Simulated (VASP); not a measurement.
# HgTe (zincblende type) (F-43m) in VASP: further runs, part 2 of 2

VASP 6.6.1.

**3. Relaxation of cell and atoms, PBE, target pressure 78 GPa, at which the enthalpy is minimised**

This run uses another cell than the first one, of 21.16 Å³/atom.

Contents of INCAR:

```
PREC = Accurate
ENCUT = 600
EDIFF = 1E-7
ISMEAR = -1
SIGMA = 0.05
LREAL = F
LASPH = T
NELM = 100
ALGO = Normal
ISIF = 3
LWAVE = F
LCHARG = F
GGA = PE
IBRION = 2
NSW = 32
EDIFFG = -0.005
PSTRESS = 780.0
```

Contents of KPOINTS:

```
regular mesh
0
Gamma
  13 13 13
```

Contents of POSCAR:

```
HgTe
1.0
    0.0000000000      2.7660517140      2.7660517140
    2.7660517140      0.0000000000      2.7660517140
    2.7660517140      2.7660517140      0.0000000000
Hg Te
1 1
Direct
    0.0000000000      0.0000000000      0.0000000000
    0.2500000000      0.2500000000      0.2500000000
```

Potentials or basis: VASP PAW PBE potentials, release 64 (Hg, Te).

Launch:

```bash
$ cat potpaw_PBE.64/Hg/POTCAR potpaw_PBE.64/Te/POTCAR > POTCAR
$ mpirun -np 1 vasp_std > vasp.out
```

OUTCAR:

```text
PREC = Accurate
   ENCUT = 600
   EDIFF = 1E-7
   ISMEAR = -1
   LREAL = F
   LASPH = T
   NELM = 100
   ISIF = 3
   GGA = PE
   IBRION = 2
   NSW = 32
   EDIFFG = -0.005
   PSTRESS = 780.0

 ion  position               nearest neighbor table
   1  0.000  0.000  0.000-   2 2.40   2 2.40   2 2.40   2 2.40
   2  0.250  0.250  0.250-   1 2.40   1 2.40   1 2.40   1 2.40

  LATTYP: Found a face centered cubic cell.
 ALAT       =     5.5321034280

  Lattice vectors:

 A1 = (   0.0000000000,   2.7660517140,   2.7660517140)
 A2 = (   2.7660517140,   0.0000000000,   2.7660517140)
 A3 = (   2.7660517140,   2.7660517140,   0.0000000000)

Analysis of symmetry for initial positions (statically):
=====================================================================
 Subroutine PRICEL returns:
 Original cell was already a primitive cell.

 Routine SETGRP: Setting up the symmetry group for a
 face centered cubic supercell.

 Subroutine GETGRP returns: Found 24 space group operations
 (whereof 24 operations were pure point group operations)
 out of a pool of 48 trial point group operations.

The static configuration has the point symmetry T_d .

Analysis of symmetry for dynamics (positions and initial velocities):
=====================================================================
 Subroutine PRICEL returns:
 Original cell was already a primitive cell.

[... 163 lines left out ...]
  Total       20.7862124     20.7862124     20.7862124      0.0000000      0.0000000     -0.0000000
  in kB      786.8194046    786.8194046    786.8194046      0.0000000      0.0000000     -0.0000000
  external PRESSURE =       6.8194046 kB  Pullay stress =     780.0000000 kB
[... 25 lines left out ...]
--------------------------------------- Ionic step        2  -------------------------------------------

 number of electron      18.0000002 magnetization

 E-fermi :   9.8193     XC(G=0): -10.9736

 val. band max:        9.5773398065   @ k =   0.0000   0.0000   0.0000
 cond. band min:      10.0281139416   @ k =   0.0000   0.0000   0.0000
 fundamental gap:      0.4507741351
 Fermi energy:         9.8193040025

 k-point     1 :       0.0000    0.0000    0.0000
  band No.  band energies     occupation
      1      -7.1712      2.00000
      2      -1.8290      2.00000
      3      -1.8290      2.00000
      4      -1.8290      2.00000
      5      -0.5919      2.00000
      6      -0.5919      2.00000
      7       9.5773      1.98430
      8       9.5773      1.98430
      9       9.5773      1.98430
     10      10.0281      0.03025
     11      12.4681      0.00000
     12      12.4681      0.00000
     13      12.4681      0.00000
[... 405 lines left out ...]
--------------------------------------- Ionic step        3  -------------------------------------------

 number of electron      18.0000002 magnetization

 Free energy of the ion-electron system (eV)
  ---------------------------------------------------
  ext. energy  EPLUGINS =         0.00000000
  ---------------------------------------------------
  free energy    TOTEN  =         0.72096237 eV

  energy without entropy =        0.72097896  energy(sigma->0) =        0.72097066

 E-fermi :  10.0238     XC(G=0): -11.0313

 val. band max:        9.7822446500   @ k =   0.0000   0.0000   0.0000
 cond. band min:      10.2541082150   @ k =   0.0000   0.0000   0.0000
 fundamental gap:      0.4718635650
 Fermi energy:        10.0238444009

 k-point     1 :       0.0000    0.0000    0.0000
  band No.  band energies     occupation
      1      -7.1222      2.00000
      2      -1.7608      2.00000
      3      -1.7608      2.00000
      4      -1.7608      2.00000
      5      -0.5032      2.00000
      6      -0.5032      2.00000
      7       9.7822      1.98418
      8       9.7822      1.98418
      9       9.7822      1.98418
     10      10.2541      0.01980
     11      12.6272      0.00000
     12      12.6272      0.00000
     13      12.6272      0.00000
[... 401 lines left out ...]
  energy  without entropy=        0.7209789561  energy(sigma->0) =        0.72097066

  enthalpy is  TOTEN    =        21.3680639323 eV   P V=       20.6471015666

 reached required accuracy - stopping structural energy minimisation
```

It took 2.3 min on 1 thread of Intel Xeon 8259CL, shared host; peak memory 0.23 GiB.

What came out:

| Item | Value |
| --- | --- |
| Free energy | 0.7210 eV |
| Relaxed volume | 21.21 Å³/atom |
| Relaxed cell | a = 3.914 Å, b = 3.914 Å, c = 3.914 Å, α = 60.00°, β = 60.00°, γ = 60.00° |
| Space group after relaxing (to 0.1 Å) | F-43m (No. 216) |
| Energy change on relaxing (the run minimises the enthalpy) | -20.6 meV/atom |
| Ionic steps | 3 |
| Pressure after relaxing | 78.0 GPa |
| Band gap on the k mesh | 0.47 eV |

Step by step:
```
step  energy change (eV)  largest force (eV/Å)  pressure (GPa)  volume (Å³)
   1              0.0000                0.0000           78.68        42.33
   2             -0.2645                0.0000           74.34        42.88
   3             -0.0412                0.0000           78.01        42.41
```

Final structure:
```yaml
crystal:
  lattice:
    - [0.00000, 2.76789, 2.76789]
    - [2.76789, 0.00000, 2.76789]
    - [2.76789, 2.76789, 0.00000]
  atoms:
    - { symbol: Hg, position: [0.00000, 0.00000, 0.00000] }
    - { symbol: Te, position: [0.25000, 0.25000, 0.25000] }
```

Caveat: the cell is relaxed towards a set pressure, so the run minimises the enthalpy, not the energy; spin-orbit coupling is left out, which moves the levels of the heavy elements; an odd mesh through Γ misses points on the zone boundary, where band edges can lie.
